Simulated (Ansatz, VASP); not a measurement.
TiAl: VASP beside Ansatz

The input INCAR:

```
SYSTEM = TiAl
PREC = Accurate
ENCUT = 520
EDIFF = 1E-6
ISMEAR = 0
SIGMA = 0.15
LREAL = .False.
LASPH = .True.
NELM = 60
ALGO = Normal
ISIF = 2
LWAVE = .False.
LCHARG = .False.
GGA = PS
NBANDS = 14
```

KPOINTS

```
regular mesh
0
Gamma
  14 14 14
  0 0 0
```

File POSCAR:

```
TiAl
1.0
    2.8089068443      0.0000000000      0.0000000000
    0.0000000000      3.1560751060      0.0000000000
    0.0000000000      0.0000000000      3.1560751060
Ti Al
1 1
Direct
    0.0000000000      0.0000000000      0.0000000000
    0.5000000000      0.5000000000      0.5000000000
```

Input for Ansatz:

```yaml
crystal:
  lattice:
    - [2.8089068443, 0.0, 0.0]
    - [0.0, 3.156075106, 0.0]
    - [0.0, 0.0, 3.156075106]
  atoms:
    - { symbol: Ti, position: [0.0, 0.0, 0.0] }
    - { symbol: Al, position: [0.5, 0.5, 0.5] }
basis:
  ecutwfc: 520.0
kpoints:
  mp_grid: { grid: [14, 14, 14] }
hamiltonian:
  xc: pbesol
  pseudopotentials: { kind: paw, azcp: { folder: soft_1 } }
scf:
  occupations: { method: gaussian, width: 0.15 }
output:
  forces: true
  stress: true
  eigenvalues: true
```

Change from the starting cell: normal strain along x -0.1100, normal strain along y +0.0000.

Alike in both runs: task single point; functional PBEsol; k mesh 14 × 14 × 14; occupations gaussian, width 0.15 eV; no spin polarisation.

|  | VASP | Ansatz |
| --- | --- | --- |
| version | VASP 6.6.1 | Ansatz 0.2.0 |
| potentials or method | VASP PAW PBE potentials, release 64 (Ti_sv, Al), cutoff 520 eV | scalar-relativistic, plane waves, PAW |
| valence electrons in the cell | 15 | 15 |

```csv
,VASP,Ansatz,Ansatz less VASP
gap on the k mesh at the Fermi level (eV),none,none,-
pressure (GPa),18.0,17.9,-0.08
"traceless stress, the component that is largest in VASP (GPa)",0.55,0.56,+0.012
```

VASP's potentials were made for PBE, not for PBEsol, and Ansatz warns of the same on its side. A gap of «none» marks a metal or a gap that the smearing closes.
